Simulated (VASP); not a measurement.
# Sn3SeS2 (Cmcm) in VASP: single point with PBE

Aim: the single point of Sn3SeS2 with PBE.

Everything below comes from runs of VASP 6.6.1. Logs are shortened: lines on timing, memory, paths and dates and some standing lists are left out, and cuts for length are marked.

**1. The cell of the first run**

The structure is orthorhombic, space group Cmcm (No. 63). The conventional cell has a = 4.174 Å, b = 11.926 Å, c = 12.551 Å, α = 90.00°, β = 90.00°, γ = 90.00°. Sn (site symmetry m) has 3 S at 2.60 to 2.93 Å and 2 Se at 3.02 Å within 3.4 Å. Sn (site symmetry m2m) has 1 Se at 2.74 Å and 4 S at 2.95 Å within 3.6 Å. Se (site symmetry m2m) has 5 Sn at 2.74 to 3.02 Å within 3.6 Å. S (site symmetry m) has 5 Sn at 2.60 to 2.95 Å within 3.4 Å.

**2. Single point, PBE**

Input file INCAR:

```
SYSTEM = Sn3SeS2
  PREC = Accurate
  ENCUT = 520
  EDIFF = 1E-6
  ISMEAR = 0
  SIGMA = 0.1
  LREAL = .FALSE.
  LASPH = .TRUE.
  NELM = 100
  ALGO = Normal
  ISIF = 2
  LWAVE = .FALSE.
  LCHARG = .FALSE.
  GGA = PE
  NBANDS = 72
```

Input file KPOINTS:

```
Automatic mesh
0
G
  4 4 2
  0 0 0
```

Input file POSCAR:

```
Sn3SeS2
1.0
    2.0870829000     -5.9631288000      0.0000000000
    2.0870829000      5.9631288000      0.0000000000
    0.0000000000      0.0000000000     12.5507606000
Sn Se S
6 2 4
Direct
    0.3728690000      0.6271310000      0.5759090000
    0.3728690000      0.6271310000      0.9240910000
    0.3654410000      0.6345590000      0.2500000000
    0.6345590000      0.3654410000      0.7500000000
    0.6271310000      0.3728690000      0.0759090000
    0.6271310000      0.3728690000      0.4240910000
    0.1354960000      0.8645040000      0.2500000000
    0.8645040000      0.1354960000      0.7500000000
    0.1550750000      0.8449250000      0.5854710000
    0.1550750000      0.8449250000      0.9145290000
    0.8449250000      0.1550750000      0.0854710000
    0.8449250000      0.1550750000      0.4145290000
```

Potentials or basis: VASP PAW PBE potentials, release 64 (Sn_d, Se, S).

Started as:

```
$ cat potpaw_PBE.64/Sn_d/POTCAR potpaw_PBE.64/Se/POTCAR potpaw_PBE.64/S/POTCAR > POTCAR
$ mpirun -np 1 vasp_std > vasp.out
```

OUTCAR:

```text
SYSTEM = Sn3SeS2
   PREC = Accurate
   ENCUT = 520
   EDIFF = 1E-6
   ISMEAR = 0
   LREAL = .FALSE.
   LASPH = .TRUE.
   NELM = 100
   ISIF = 2
   GGA = PE

 ion  position               nearest neighbor table
   1  0.373  0.627  0.576-   9 2.60  12 2.93  12 2.93   8 3.02   8 3.02   6 3.58
   2  0.373  0.627  0.924-  10 2.60  11 2.93  11 2.93   8 3.02   8 3.02   5 3.58
   3  0.365  0.635  0.250-   7 2.74  12 2.95  11 2.95  11 2.95  12 2.95
   4  0.635  0.365  0.750-   8 2.74  10 2.95   9 2.95   9 2.95  10 2.95
   5  0.627  0.373  0.076-  11 2.60  10 2.93  10 2.93   7 3.02   7 3.02   2 3.58
   6  0.627  0.373  0.424-  12 2.60   9 2.93   9 2.93   7 3.02   7 3.02   1 3.58
   7  0.135  0.865  0.250-   3 2.74   6 3.02   5 3.02   5 3.02   6 3.02
   8  0.865  0.135  0.750-   4 2.74   2 3.02   1 3.02   1 3.02   2 3.02
   9  0.155  0.845  0.585-   1 2.60   6 2.93   6 2.93   4 2.95   4 2.95
  10  0.155  0.845  0.915-   2 2.60   5 2.93   5 2.93   4 2.95   4 2.95
  11  0.845  0.155  0.085-   5 2.60   2 2.93   2 2.93   3 2.95   3 2.95
  12  0.845  0.155  0.415-   6 2.60   1 2.93   1 2.93   3 2.95   3 2.95

  LATTYP: Found a base centered orthorhombic cell.
 ALAT       =     4.1741658000
 B/A-ratio  =     2.8571595311
 C/A-ratio  =     3.0067709816

  Lattice vectors:

 A1 = (   2.0870829000,  -5.9631288000,   0.0000000000)
 A2 = (   2.0870829000,   5.9631288000,   0.0000000000)
 A3 = (   0.0000000000,   0.0000000000,  12.5507606000)

Analysis of symmetry for initial positions (statically):
=====================================================================
 Subroutine PRICEL returns:
 Original cell was already a primitive cell.

 Routine SETGRP: Setting up the symmetry group for a
 base centered orthorhombic supercell.

 Subroutine GETGRP returns: Found  8 space group operations
 (whereof  4 operations were pure point group operations)
 out of a pool of  8 trial point group operations.

The static configuration has the point symmetry C_2h.
 The point group associated with its full space group is D_2h.

Analysis of symmetry for dynamics (positions and initial velocities):
=====================================================================
 Subroutine PRICEL returns:
 Original cell was already a primitive cell.

 Routine SETGRP: Setting up the symmetry group for a
 base centered orthorhombic supercell.

 Subroutine GETGRP returns: Found  8 space group operations
 (whereof  4 operations were pure point group operations)
 out of a pool of  8 trial point group operations.

The dynamic configuration has the point symmetry C_2h.
 The point group associated with its full space group is D_2h.

 Subroutine INISYM returns: Found  8 space group operations
 (whereof  4 operations are pure point group operations),
 and found     1 'primitive' translations

----------------------------------------------------------------------------------------

                                     Primitive cell

  volume of cell :     312.4021

  direct lattice vectors                    reciprocal lattice vectors
     2.087082900 -5.963128800  0.000000000     0.239568826 -0.083848600  0.000000000
     2.087082900  5.963128800  0.000000000     0.239568826  0.083848600  0.000000000
     0.000000000  0.000000000 12.550760600     0.000000000  0.000000000  0.079676446

  length of vectors
     6.317817670  6.317817670 12.550760600     0.253818459  0.253818459  0.079676446

  position of ions in fractional coordinates (direct lattice)
     0.372869000  0.627131000  0.575909000
     0.372869000  0.627131000  0.924091000
     0.365441000  0.634559000  0.250000000
     0.634559000  0.365441000  0.750000000
     0.627131000  0.372869000  0.075909000
     0.627131000  0.372869000  0.424091000
     0.135496000  0.864504000  0.250000000
     0.864504000  0.135496000  0.750000000
     0.155075000  0.844925000  0.585471000
     0.155075000  0.844925000  0.914529000
     0.844925000  0.155075000  0.085471000
     0.844925000  0.155075000  0.414529000

  ion indices of the primitive-cell ions
   primitive index   ion index
                 1           1
                 2           2
                 3           3
                 4           4
                 5           5
                 6           6
                 7           7
                 8           8
                 9           9
                10          10
                11          11
                12          12

----------------------------------------------------------------------------------------

 KPOINTS: Automatic mesh

Automatic generation of k-mesh.
 Grid dimensions read from file:
 generate k-points for:    4    4    2

 Generating k-lattice:

  Cartesian coordinates                     Fractional coordinates (reciprocal lattice)
     0.059892206 -0.020962150  0.000000000     0.250000000  0.000000000  0.000000000
     0.059892206  0.020962150  0.000000000     0.000000000  0.250000000  0.000000000
     0.000000000  0.000000000  0.039838223     0.000000000  0.000000000  0.500000000

  Length of vectors
     0.063454615  0.063454615  0.039838223

  Shift w.r.t. Gamma in fractional coordinates (k-lattice)
     0.000000000  0.000000000  0.000000000

 Subroutine IBZKPT returns following result:
 ===========================================

 Found     14 irreducible k-points:

 Following reciprocal coordinates:
            Coordinates               Weight
  0.000000  0.000000  0.000000      1.000000
  0.250000  0.000000  0.000000      4.000000
  0.500000  0.000000  0.000000      2.000000
  0.250000  0.250000  0.000000      2.000000
  0.500000  0.250000  0.000000      4.000000
 -0.250000  0.250000  0.000000      2.000000
  0.500000  0.500000  0.000000      1.000000
  0.000000  0.000000  0.500000      1.000000
  0.250000  0.000000  0.500000      4.000000
  0.500000  0.000000  0.500000      2.000000
  0.250000  0.250000  0.500000      2.000000
  0.500000  0.250000  0.500000      4.000000
 -0.250000  0.250000  0.500000      2.000000
  0.500000  0.500000  0.500000      1.000000
   k-points           NKPTS =     14   k-points in BZ     NKDIM =     14   number of bands    NBANDS=     72
   number of dos      NEDOS =    301   number of ions     NIONS =     12
   total plane-waves  NPLWV = 221184
   dimension x,y,z NGX =    48 NGY =   48 NGZ =   96
   dimension x,y,z NGXF=    96 NGYF=   96 NGZF=  192
   ions per type =               6   2   4
   NGX,Y,Z   is equivalent  to a cutoff of  12.63, 12.63, 12.72 a.u.
   NGXF,Y,Z  is equivalent  to a cutoff of  25.26, 25.26, 25.43 a.u.
 SYSTEM =  Sn3SeS2
   PREC   = accura    normal or accurate (medium, high low for compatibility)
   ISTART =      0    job   : 0-new  1-cont  2-samecut
   ICHARG =      2    charge: 1-file 2-atom 10-const
   ISPIN  =      1    spin polarized calculation?
   LNONCOLLINEAR =      F non collinear calculations
   LSORBIT =      F    spin-orbit coupling
   LASPH  =      T    aspherical Exc in radial PAW
   ENCUT  =  520.0 eV  38.22 Ry    6.18 a.u.  11.75 11.75 23.34*2*pi/ulx,y,z
   NELM   =    100;   NELMIN=  2; NELMDL= -5     # of ELM steps
   EDIFF  = 0.1E-05   stopping-criterion for ELM
   LREAL  =      F    real-space projection
   EDIFFG = 0.1E-04   stopping-criterion for IOM
   NSW    =      0    number of steps for IOM
   IBRION =     -1    ionic relax: 0-MD 1-quasi-New 2-CG
   NFREE  =      0    steps in history (QN), initial steepest desc. (CG)
   ISIF   =      2    stress and relaxation
   ISYM   =      2    0-nonsym 1-usesym 2-fastsym
   POTIM  = 0.5000    time-step for ionic-motion
   TEBEG  =    0.0;   TEEND  =   0.0 temperature during run
   PSTRESS=    0.0 pullay stress
   NELECT =     120.0000    total number of electrons
   NUPDOWN=      -1.0000    fix difference up-down
   EMIN   =  10.00;   EMAX   =-10.00  energy-range for DOS
   EFERMI =   0.00;   METHOD = LEGACY
   ISMEAR =     0;   SIGMA  =   0.10  broadening in eV -4-tet -1-fermi 0-gaus
   EFERMI_NEDOS =   21; number of points for ismear=-14 and -15
   IALGO  =     38    algorithm
   IMIX   =      4    mixing-type and parameters
     AMIX     =   0.40;   BMIX     =  1.00
     AMIX_MAG =   1.60;   BMIX_MAG =  1.00
  volume/ion in A,a.u.               =      26.03       175.68
  Fermi-wavevector in a.u.,A,eV,Ry     =   1.190047  2.248862 19.268716  1.416211
  Thomas-Fermi vector in A             =   2.326140
   LORBIT       =      0    0 simple, 1 ext, 2 COOP (PROOUT), +10 PAW based schemes
   GGA     = PE    functional components
   LHFCALC =     F    Hartree Fock is set to
   AEXX    =    0.0000 exact exchange contribution
   IVDW    =     0    specifies the selected vdW correction
   LEPSILON=     F    determine dielectric tensor
   LRPA    =     F    only Hartree local field effects (RPA)
 non-spin polarized calculation
 Gauss-broadening in eV      SIGMA  =   0.10
  energy-cutoff  :      520.00
  volume of cell :      312.40
 maximum number of plane-waves:      8440
 NGX is ok and might be reduce to    48
   NGX = 23   NGY = 23   NGZ = 47

 number of electron     120.0000012 magnetization

 Free energy of the ion-electron system (eV)
  ---------------------------------------------------
  ext. energy  EPLUGINS =         0.00000000
  ---------------------------------------------------
  free energy    TOTEN  =       -51.72964904 eV

  energy without entropy =      -51.72869518  energy(sigma->0) =      -51.72917211

 E-fermi :   5.8673     XC(G=0):  -9.6099

 val. band max:        5.7529086979   @ k =   0.5000   0.5000   0.0000
 cond. band min:       5.9816226395   @ k =   0.5000   0.5000   0.0000
 fundamental gap:      0.2287139416
 Fermi energy:         5.8672608562

 k-point     1 :       0.0000    0.0000    0.0000
  band No.  band energies     occupation
      1     -15.8478      2.00000
      2     -15.8470      2.00000
      3     -15.8389      2.00000
      4     -15.8387      2.00000
      5     -15.8128      2.00000
      6     -15.8050      2.00000
[... 64 lines left out ...]
     71       9.6485      0.00000
     72      10.2141      0.00000

 k-point     2 :       0.2500    0.0000    0.0000
  band No.  band energies     occupation
      1     -15.8461      2.00000
      2     -15.8455      2.00000
      3     -15.8414      2.00000
      4     -15.8405      2.00000
      5     -15.8120      2.00000
      6     -15.8096      2.00000
[... 64 lines left out ...]
     71       9.4497      0.00000
     72       9.6771      0.00000

 k-point     3 :       0.5000    0.0000    0.0000
  band No.  band energies     occupation
      1     -15.8531      2.00000
      2     -15.8520      2.00000
      3     -15.8354      2.00000
      4     -15.8348      2.00000
      5     -15.8170      2.00000
      6     -15.8144      2.00000
[... 814 lines left out ...]
     71       9.1827      0.00000
     72       9.1831      0.00000

 k-point    14 :       0.5000    0.5000    0.5000
  band No.  band energies     occupation
      1     -15.8475      2.00000
      2     -15.8475      2.00000
      3     -15.8386      2.00000
      4     -15.8386      2.00000
      5     -15.8093      2.00000
      6     -15.8093      2.00000
[... 64 lines left out ...]
     71       9.1460      0.00000
     72       9.1460      0.00000

------------------------ aborting loop because EDIFF is reached ----------------------------------------

  FORCE on cell =-STRESS in cart. coord.  units (eV):
  Direction    XX          YY          ZZ          XY          YZ          ZX
  --------------------------------------------------------------------------------------
  -------------------------------------------------------------------------------------
  Total       -0.3497492      0.0644185     -0.2302346      0.0000000     -0.0000000      0.0000000
  in kB       -1.7937146      0.3303749     -1.1807753      0.0000000     -0.0000000      0.0000000
  external PRESSURE =      -0.8813717 kB  Pullay stress =       0.0000000 kB

 VOLUME and BASIS-vectors are now :
 -----------------------------------------------------------------------------
  energy-cutoff  :      520.00
  volume of cell :      312.40
      direct lattice vectors                 reciprocal lattice vectors
     2.087082900 -5.963128800  0.000000000     0.239568826 -0.083848600  0.000000000
     2.087082900  5.963128800  0.000000000     0.239568826  0.083848600  0.000000000
     0.000000000  0.000000000 12.550760600     0.000000000  0.000000000  0.079676446

 POSITION                                       TOTAL-FORCE (eV/Angst)
 -----------------------------------------------------------------------------------
      2.08708      1.51620      7.22810         0.000000      0.035558     -0.011152
      2.08708      1.51620     11.59804         0.000000      0.035558      0.011152
      2.08708      1.60479      3.13769         0.000000      0.009556     -0.000000
      2.08708     -1.60479      9.41307         0.000000     -0.009556      0.000000
      2.08708     -1.51620      0.95272         0.000000     -0.035558     -0.011152
      2.08708     -1.51620      5.32266         0.000000     -0.035558      0.011152
      2.08708      4.34717      3.13769         0.000000      0.034979      0.000000
      2.08708     -4.34717      9.41307         0.000000     -0.034979      0.000000
      2.08708      4.11366      7.34811         0.000000      0.013028     -0.001736
      2.08708      4.11366     11.47803         0.000000      0.013028      0.001736
      2.08708     -4.11366      1.07273         0.000000     -0.013028     -0.001736
      2.08708     -4.11366      5.20265         0.000000     -0.013028      0.001736
 -----------------------------------------------------------------------------------
    total drift:                               -0.000000     -0.000000      0.000000

  FREE ENERGIE OF THE ION-ELECTRON SYSTEM (eV)
  ---------------------------------------------------
  free  energy   TOTEN  =       -51.7296490419 eV

  energy  without entropy=      -51.7286951791  energy(sigma->0) =      -51.72917211
```

Wall time 5.6 min (1 thread of Intel Xeon Platinum 8488C (Sapphire Rapids), shared host); peak memory 0.64 GiB.

What came out:

```yaml
Free_energy: -51.7296 eV
Pressure: -0.1 GPa
Largest_force: 0.037 eV/Å
Band_gap_on_the_k_mesh: 0.23 eV, direct
```

Forces in eV/Å, atoms in the order of the input:
```
Sn   0.000  0.036 -0.011
Sn   0.000  0.036  0.011
Sn   0.000  0.010  0.000
Sn   0.000 -0.010  0.000
Sn   0.000 -0.036 -0.011
Sn   0.000 -0.036  0.011
Se   0.000  0.035  0.000
Se   0.000 -0.035  0.000
S    0.000  0.013 -0.002
S    0.000  0.013  0.002
S    0.000 -0.013 -0.002
S    0.000 -0.013  0.002
```

Levels at points of the mesh, in eV from the valence-band top:
```tsv
k point	band 56	band 57	band 58	band 59	band 60	band 61	band 62	band 63	band 64	band 65
(0.00, 0.00, 0.00)	-1.34	-0.99	-0.89	-0.87	-0.85	1.64	1.64	1.84	1.88	1.89
(0.50, 0.00, 0.00)	-2.09	-2.03	-1.79	-0.91	-0.40	1.13	1.18	1.38	2.02	2.16
(0.50, 0.50, 0.00)	-1.35	-1.00	-0.84	-0.38	0.00	0.23	0.41	0.62	1.19	1.20
(0.00, 0.00, 0.50)	-1.73	-1.07	-1.07	-0.46	-0.46	0.86	0.86	1.67	1.67	3.08
(0.50, 0.00, 0.50)	-2.07	-1.63	-1.63	-1.24	-1.24	1.69	1.69	1.87	1.87	2.22
(0.50, 0.50, 0.50)	-1.42	-1.08	-1.08	-0.85	-0.85	0.49	0.49	1.40	1.40	2.04
```

Caveat: spin-orbit coupling is left out, which moves the levels of the heavy elements. A k mesh can miss the band edges.
